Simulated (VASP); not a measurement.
# Tl (P6_3/mmc) in VASP: further runs

Runs on Tl. Level: PBE+D3(BJ). Tasks: electric field gradients, phonons.

All numbers are computed with VASP 6.6.1; they aren't measurements. Logs are shortened: lines on timing, memory, paths and dates and some standing lists are left out, and cuts for length are marked.

## 1. The cell of the first run

It takes space group P6_3/mmc (No. 194, hexagonal). Conventional cell: a = 3.503 Å, b = 3.503 Å, c = 5.583 Å, α = 90.00°, β = 90.00°, γ = 120.00°. Tl (site symmetry -6m2) has 12 Tl at 3.45 to 3.50 Å within 4.5 Å.

## 2. Electric field gradients, PBE+D3(BJ)

File INCAR:

```
SYSTEM = Tl
ALGO = Normal ; EDIFF = 1E-8
ENCUT = 520 ; GGA = PE
ISIF = 2 ; ISMEAR = -1
IVDW = 12 ; LASPH = .TRUE.
LCHARG = .FALSE. ; LEFG = .TRUE.
LREAL = .FALSE. ; LWAVE = .FALSE.
NBANDS = 20 ; NELM = 100
PREC = Accurate ; SIGMA = 0.15
```

File KPOINTS:

```
k-points
0
G
  15 15 8
  0 0 0
```

File POSCAR:

```
Tl
1.0
    3.5025058516      0.0000000000      0.0000000000
   -1.7512529258      3.0332590444      0.0000000000
    0.0000000000      0.0000000000      5.5833740671
Tl
2
Direct
    0.3333333333      0.6666666667      0.2500000000
    0.6666666667      0.3333333333      0.7500000000
```

Potentials or basis: VASP PAW PBE potentials, release 64 (Tl_d).

Run with:

```bash
cat potpaw_PBE.64/Tl_d/POTCAR > POTCAR
mpirun -np 1 vasp_std > vasp.out
```

OUTCAR:

```text
SYSTEM = Tl
   EDIFF = 1E-8
   ENCUT = 520
   GGA = PE
   ISIF = 2
   ISMEAR = -1
   IVDW = 12
   LASPH = .TRUE.
   LREAL = .FALSE.
   NELM = 100
   PREC = Accurate
 IVDW          = 12

 ion  position               nearest neighbor table
   1  0.333  0.667  0.250-   2 3.45   2 3.45   2 3.45   2 3.45   2 3.45   2 3.45
   2  0.667  0.333  0.750-   1 3.45   1 3.45   1 3.45   1 3.45   1 3.45   1 3.45

  LATTYP: Found a hexagonal cell.
 ALAT       =     3.5025058516
 C/A-ratio  =     1.5941084194

  Lattice vectors:

 A1 = (   3.5025058516,   0.0000000000,   0.0000000000)
 A2 = (  -1.7512529258,   3.0332590444,   0.0000000000)
 A3 = (   0.0000000000,   0.0000000000,   5.5833740671)

Analysis of symmetry for initial positions (statically):
=====================================================================
 Subroutine PRICEL returns:
 Original cell was already a primitive cell.

 Routine SETGRP: Setting up the symmetry group for a
 hexagonal supercell.

 Subroutine GETGRP returns: Found 24 space group operations
 (whereof 12 operations were pure point group operations)
 out of a pool of 24 trial point group operations.

The static configuration has the point symmetry D_3d.
 The point group associated with its full space group is D_6h.

Analysis of symmetry for dynamics (positions and initial velocities):
=====================================================================
 Subroutine PRICEL returns:
 Original cell was already a primitive cell.

 Routine SETGRP: Setting up the symmetry group for a
 hexagonal supercell.

 Subroutine GETGRP returns: Found 24 space group operations
 (whereof 12 operations were pure point group operations)
 out of a pool of 24 trial point group operations.

The dynamic configuration has the point symmetry D_3d.
 The point group associated with its full space group is D_6h.

 Subroutine INISYM returns: Found 24 space group operations
 (whereof 12 operations are pure point group operations),
 and found     1 'primitive' translations

----------------------------------------------------------------------------------------

                                     Primitive cell

  volume of cell :      59.3178

[... 121 lines left out ...]
  volume of cell :       59.32
 maximum number of plane-waves:      1640
 NGX is ok and might be reduce to    28
   NGX = 13   NGY = 13   NGZ = 21

 number of electron      26.0000001 magnetization

 Free energy of the ion-electron system (eV)
  ---------------------------------------------------
  ext. energy  EPLUGINS =         0.00000000
  ---------------------------------------------------
  free energy    TOTEN  =        -4.46607248 eV

  energy without entropy =       -4.39648918  energy(sigma->0) =       -4.43128083

 E-fermi :   6.2237     XC(G=0): -10.0092

 val. band max:        6.2230795222   @ k =   0.2667   0.0667   0.2500
 cond. band min:       6.2545345092   @ k =   0.1333   0.0667   0.2500
 fundamental gap:      0.0314549870
 Fermi energy:         6.2237339834

 k-point     1 :       0.0000    0.0000    0.0000
  band No.  band energies     occupation
      1      -5.5342      2.00000
      2      -5.3356      2.00000
      3      -5.3193      2.00000
      4      -5.3193      2.00000
      5      -5.2710      2.00000
      6      -5.2710      2.00000
[... 541 lines left out ...]
     19      13.5582      0.00000
     20      17.9027      0.00000

 [... further k-points ...]

------------------------ aborting loop because EDIFF is reached ----------------------------------------

 Edisp (eV)   -0.66000

 E8    (eV) :    -0.3450

  FORCE on cell =-STRESS in cart. coord.  units (eV):
  Direction    XX          YY          ZZ          XY          YZ          ZX
  --------------------------------------------------------------------------------------
  -------------------------------------------------------------------------------------
  Total      -0.02322    -0.02322    -0.02203     0.00000    -0.00000     0.00000
  in kB      -0.62722    -0.62722    -0.59491     0.00000    -0.00000     0.00000
  external pressure =       -0.62 kB  Pullay stress =        0.00 kB

 VOLUME and BASIS-vectors are now :
 -----------------------------------------------------------------------------
  energy-cutoff  :      520.00
  volume of cell :       59.32
      direct lattice vectors                 reciprocal lattice vectors
     3.502505852  0.000000000  0.000000000     0.285509873  0.164839202  0.000000000
    -1.751252926  3.033259044  0.000000000     0.000000000  0.329678404  0.000000000
     0.000000000  0.000000000  5.583374067     0.000000000  0.000000000  0.179103171

 POSITION                                       TOTAL-FORCE (eV/Angst)
 -----------------------------------------------------------------------------------
     -0.00000      2.02217      1.39584         0.000000      0.000000      0.000000
      1.75125      1.01109      4.18753        -0.000000      0.000000      0.000000
 -----------------------------------------------------------------------------------
    total drift:                               -0.000000      0.000000      0.000000

  FREE ENERGIE OF THE ION-ELECTRON SYSTEM (eV)
  ---------------------------------------------------
  free  energy   TOTEN  =        -5.1260676194 eV

  energy  without entropy=       -5.0564843221  energy(sigma->0) =       -5.09127597

 Electric field gradients (V/A^2)
---------------------------------------------------------------------
 ion       V_xx      V_yy      V_zz      V_xy      V_xz      V_yz
---------------------------------------------------------------------
   1       7.419     7.420   -14.839     0.001     0.000    -0.000
   2       7.419     7.420   -14.839     0.001    -0.000     0.000
---------------------------------------------------------------------

 Electric field gradients after diagonalization (V/A^2)
 (convention: |V_zz| > |V_xx| > |V_yy|)
----------------------------------------------------------------------
 ion       V_xx      V_yy      V_zz     asymmetry (V_yy - V_xx)/ V_zz
----------------------------------------------------------------------
   1       7.420     7.419   -14.839       0.000
   2       7.420     7.419   -14.839       0.000
----------------------------------------------------------------------

           NMR quadrupolar parameters

 Cq : quadrupolar parameter    Cq=e*Q*V_zz/h
 eta: asymmetry parameters     (V_yy - V_xx)/ V_zz
 Q  : nuclear electric quadrupole moment in mb (millibarn)
----------------------------------------------------------------------
 ion       Cq(MHz)       eta       Q (mb)
----------------------------------------------------------------------
   1      -0.036       0.000       1.000
   2      -0.036       0.000       1.000
----------------------------------------------------------------------
```

OSZICAR:

```text
N       E                     dE             d eps       ncg     rms          rms(c)
DAV:   1     0.129823902006E+03    0.12982E+03   -0.14109E+04  5432   0.122E+03
DAV:   2    -0.199885906971E+01   -0.13182E+03   -0.12937E+03  5912   0.274E+02
DAV:   3    -0.449866838435E+01   -0.24998E+01   -0.24847E+01  6260   0.330E+01
DAV:   4    -0.451446632336E+01   -0.15798E-01   -0.15796E-01  5708   0.283E+00
DAV:   5    -0.451469363551E+01   -0.22731E-03   -0.22731E-03  6076   0.336E-01    0.278E+00
DAV:   6    -0.447355893036E+01    0.41135E-01   -0.70883E-02  5752   0.204E+00    0.197E+00
DAV:   7    -0.446658018490E+01    0.69787E-02   -0.31253E-02  5884   0.135E+00    0.683E-01
DAV:   8    -0.446605978994E+01    0.52039E-03   -0.25174E-03  5652   0.370E-01    0.358E-02
DAV:   9    -0.446606691842E+01   -0.71285E-05   -0.18720E-05  6064   0.357E-02    0.150E-02
DAV:  10    -0.446607224128E+01   -0.53229E-05   -0.48221E-06  5844   0.172E-02    0.120E-03
DAV:  11    -0.446607244259E+01   -0.20131E-06   -0.28117E-07  6012   0.349E-03    0.686E-04
DAV:  12    -0.446607247226E+01   -0.29664E-07   -0.32347E-08  5420   0.145E-03    0.741E-05
DAV:  13    -0.446607247708E+01   -0.48240E-08   -0.35895E-10  2904   0.134E-04
   1 F= -.51260676E+01 E0= -.50912760E+01  d E =-.695833E-01
```

It took 53 s on 1 thread of Intel Xeon 6975P-C (Granite Rapids), shared host; peak memory 0.27 GiB.

Results:

```yaml
Free_energy: -5.1261 eV
Pressure: -0.1 GPa
Band_gap_on_the_k_mesh: zero (bands 13 and 14 overlap by 5.47 eV)
Largest_electric_field_gradient_by_atom: Tl -14.8 V/Å²
Dispersion_energy_per_atom: -0.330 eV
```

Electric field gradients, principal values (V/Å²):
```
atom  least  middle  greatest (by size)
1 Tl  7.419   7.420             -14.839
2 Tl  7.419   7.420             -14.839
```

Caveat: without QUAD_EFG the Cq values of the log hold for a quadrupole moment of 1 mb, not for the nuclei; spin-orbit coupling is left out, which moves the levels of the heavy elements.

## 3. Phonons, PBE+D3(BJ)

File INCAR:

```
ALGO = Normal
EDIFF = 1E-8
ENCUT = 520
GGA = PE
IBRION = 6
ISIF = 2
ISMEAR = -1
IVDW = 12
LASPH = T
LCHARG = F
LREAL = F
LWAVE = F
NBANDS = 20
NELM = 100
NFREE = 2
NSW = 1
POTIM = 0.015
PREC = Accurate
SIGMA = 0.15
```

File KPOINTS:

```
k-points
0
Gamma
  15 15 8
```

POSCAR is that of step 2.

Potentials or basis: VASP PAW PBE potentials, release 64 (Tl_d).

Run with:

```bash
cat potpaw_PBE.64/Tl_d/POTCAR > POTCAR
mpirun -np 1 vasp_std > vasp.out
```

OUTCAR:

```text
EDIFF = 1E-8
   ENCUT = 520
   GGA = PE
   IBRION = 6
   ISIF = 2
   ISMEAR = -1
   IVDW = 12
   LASPH = T
   LREAL = F
   NELM = 100
   NFREE = 2
   NSW = 1
   POTIM = 0.015
   PREC = Accurate
 IVDW          = 12

 ion  position               nearest neighbor table
   1  0.333  0.667  0.250-   2 3.45   2 3.45   2 3.45   2 3.45   2 3.45   2 3.45
   2  0.667  0.333  0.750-   1 3.45   1 3.45   1 3.45   1 3.45   1 3.45   1 3.45

  LATTYP: Found a hexagonal cell.
 ALAT       =     3.5025058516
 C/A-ratio  =     1.5941084194

  Lattice vectors:

 A1 = (   3.5025058516,   0.0000000000,   0.0000000000)
 A2 = (  -1.7512529258,   3.0332590444,   0.0000000000)
 A3 = (   0.0000000000,   0.0000000000,   5.5833740671)

Analysis of symmetry for initial positions (statically):
=====================================================================
 Subroutine PRICEL returns:
 Original cell was already a primitive cell.

 Routine SETGRP: Setting up the symmetry group for a
 hexagonal supercell.

 Subroutine GETGRP returns: Found 24 space group operations
 (whereof 12 operations were pure point group operations)
 out of a pool of 24 trial point group operations.

The static configuration has the point symmetry D_3d.
 The point group associated with its full space group is D_6h.

Analysis of symmetry for dynamics (positions and initial velocities):
=====================================================================
 Subroutine PRICEL returns:
 Original cell was already a primitive cell.

 Routine SETGRP: Setting up the symmetry group for a
 hexagonal supercell.

 Subroutine GETGRP returns: Found 24 space group operations
 (whereof 12 operations were pure point group operations)
 out of a pool of 24 trial point group operations.

The dynamic configuration has the point symmetry D_3d.
 The point group associated with its full space group is D_6h.

 Subroutine INISYM returns: Found 24 space group operations
 (whereof 12 operations are pure point group operations),
 and found     1 'primitive' translations

----------------------------------------------------------------------------------------

                                     Primitive cell

  volume of cell :      59.3178

  direct lattice vectors                    reciprocal lattice vectors
     3.502505852  0.000000000  0.000000000     0.285509873  0.164839202  0.000000000
    -1.751252926  3.033259044  0.000000000     0.000000000  0.329678404  0.000000000
     0.000000000  0.000000000  5.583374067     0.000000000  0.000000000  0.179103171

  length of vectors
     3.502505852  3.502505852  5.583374067     0.329678404  0.329678404  0.179103171

  position of ions in fractional coordinates (direct lattice)
     0.333333333  0.666666667  0.250000000
     0.666666667  0.333333333  0.750000000

  ion indices of the primitive-cell ions
   primitive index   ion index
                 1           1
                 2           2

----------------------------------------------------------------------------------------

 KPOINTS: k-points

Automatic generation of k-mesh.
 Grid dimensions read from file:
[... 76 lines left out ...]
   NELECT =      26.0000    total number of electrons
   NUPDOWN=      -1.0000    fix difference up-down
   EMIN   =  10.00;   EMAX   =-10.00  energy-range for DOS
   EFERMI =   0.00;   METHOD = LEGACY
   ISMEAR =    -1;   SIGMA  =   0.15  broadening in eV -4-tet -1-fermi 0-gaus
   EFERMI_NEDOS =   21; number of points for ismear=-14 and -15
   IALGO  =     38    algorithm
   IMIX   =      4    mixing-type and parameters
     AMIX     =   0.40;   BMIX     =  1.00
     AMIX_MAG =   1.60;   BMIX_MAG =  1.00
  volume/ion in A,a.u.               =      29.66       200.15
  Fermi-wavevector in a.u.,A,eV,Ry     =   1.243572  2.350010 21.041018  1.546471
  Thomas-Fermi vector in A             =   2.377877
   LORBIT       =      0    0 simple, 1 ext, 2 COOP (PROOUT), +10 PAW based schemes
   GGA     = PE    functional components
   LHFCALC =     F    Hartree Fock is set to
   AEXX    =    0.0000 exact exchange contribution
   IVDW    =    12    specifies the selected vdW correction
   LEPSILON=     F    determine dielectric tensor
   LRPA    =     F    only Hartree local field effects (RPA)
 finite differences with symmetry
 non-spin polarized calculation
  energy-cutoff  :      520.00
  volume of cell :       59.32
 maximum number of plane-waves:      1640
 NGX is ok and might be reduce to    28
   NGX = 13   NGY = 13   NGZ = 21

--------------------------------------- Ionic step        1  -------------------------------------------

 number of electron      26.0000001 magnetization

 Free energy of the ion-electron system (eV)
  ---------------------------------------------------
  ext. energy  EPLUGINS =         0.00000000
  ---------------------------------------------------
  free energy    TOTEN  =        -4.46607248 eV

  energy without entropy =       -4.39648918  energy(sigma->0) =       -4.43128083

------------------------ aborting loop because EDIFF is reached ----------------------------------------

 Edisp (eV)   -0.66000

 E8    (eV) :    -0.3450
[... 151 lines left out ...]
--------------------------------------- Ionic step        5  -------------------------------------------

 number of electron      26.0000000 magnetization

 Free energy of the ion-electron system (eV)
  ---------------------------------------------------
  ext. energy  EPLUGINS =         0.00000000
  ---------------------------------------------------
  free energy    TOTEN  =        -4.46575964 eV

  energy without entropy =       -4.39616807  energy(sigma->0) =       -4.43096385

 E-fermi :   6.2238     XC(G=0): -10.0092

 val. band max:        6.2198430928   @ k =   0.2667   0.0667   0.2500
 cond. band min:       6.2261349099   @ k =  -0.0667   0.3333   0.2500
 fundamental gap:      0.0062918171
 Fermi energy:         6.2237650048

 k-point     1 :       0.0000    0.0000    0.0000
  band No.  band energies     occupation
      1      -5.5344      2.00000
      2      -5.3356      2.00000
      3      -5.3195      2.00000
      4      -5.3195      2.00000
      5      -5.2716      2.00000
      6      -5.2716      2.00000
[... 541 lines left out ...]
     19      13.5583      0.00000
     20      17.9025      0.00000

 [... further k-points ...]

------------------------ aborting loop because EDIFF is reached ----------------------------------------

 Edisp (eV)   -0.65999

 E8    (eV) :    -0.3450
[... 25 lines left out ...]
  FREE ENERGIE OF THE ION-ELECTRON SYSTEM (eV)
  ---------------------------------------------------
  free  energy   TOTEN  =        -5.1257532252 eV

  energy  without entropy=       -5.0561616527  energy(sigma->0) =       -5.09095744

 INTERNAL STRAIN TENSORS FROM DISPLACED ATOMS
 ============================================

 INTERNAL STRAIN TENSOR FOR ION    1 for displacements in x,y,z  (eV/Angst):
          X           Y           Z          XY          YZ          ZX
  --------------------------------------------------------------------------------
  x     0.00000     0.00000     0.00000    -0.71007     0.00000     0.00000
  y    -0.71007     0.71007     0.00000     0.00000     0.00000     0.00000
  z     0.00000    -0.00000     0.00000     0.00000     0.00000     0.00000

 INTERNAL STRAIN TENSOR FOR ION    2 for displacements in x,y,z  (eV/Angst):
          X           Y           Z          XY          YZ          ZX
  --------------------------------------------------------------------------------
  x     0.00000    -0.00000     0.00000     0.71007     0.00000     0.00000
  y     0.71007    -0.71007    -0.00000    -0.00000     0.00000     0.00000
  z    -0.00000     0.00000     0.00000     0.00000    -0.00000     0.00000

 Eigenvectors and eigenvalues of the dynamical matrix
 ----------------------------------------------------

   1 f  =    2.580913 THz    16.216353 2PiTHz   86.089982 cm-1    10.673793 meV
             X         Y         Z           dx          dy          dz
     -0.000000  2.022173  1.395844     0.000000    0.000000    0.707107
      1.751253  1.011086  4.187531     0.000000    0.000000   -0.707107
[... 16 lines left out ...]
   5 f  =    0.000000 THz     0.000000 2PiTHz    0.000000 cm-1     0.000000 meV
             X         Y         Z           dx          dy          dz
     -0.000000  2.022173  1.395844     0.000000    0.000000    0.707107
      1.751253  1.011086  4.187531     0.000000    0.000000    0.707107

   6 f/i=    0.000000 THz     0.000000 2PiTHz    0.000000 cm-1     0.000000 meV
             X         Y         Z           dx          dy          dz
     -0.000000  2.022173  1.395844    -0.594124    0.383427    0.000000
      1.751253  1.011086  4.187531    -0.594124    0.383427    0.000000

 ELASTIC MODULI CONTR FROM IONIC RELAXATION (kBar)
 Direction    XX          YY          ZZ          XY          YZ          ZX
 --------------------------------------------------------------------------------
 XX         -40.3587     40.3587      0.0000      0.0000     -0.0000      0.0000
 YY          40.3587    -40.3587     -0.0000      0.0000      0.0000      0.0000
 ZZ           0.0000     -0.0000     -0.0000     -0.0000     -0.0000      0.0000
 XY           0.0000      0.0000     -0.0000    -40.3587     -0.0000      0.0000
 YZ          -0.0000      0.0000     -0.0000     -0.0000     -0.0000      0.0000
 ZX           0.0000      0.0000      0.0000      0.0000      0.0000      0.0000
 --------------------------------------------------------------------------------
```

Wall time 5.8 min (1 thread of Intel Xeon 6975P-C (Granite Rapids), shared host); peak memory 0.9 GiB.

Results:

```yaml
Highest_phonon_frequency_at_Γ: 86 cm⁻¹
Dispersion_energy_per_atom: -0.330 eV
```

Phonon frequencies in cm⁻¹ (negative: imaginary):
```csv
q point,frequencies
"(0.000, 0.000, 0.000)",0 0 0 30 30 86
```

Caveat: spin-orbit coupling is left out, which moves the levels of the heavy elements.
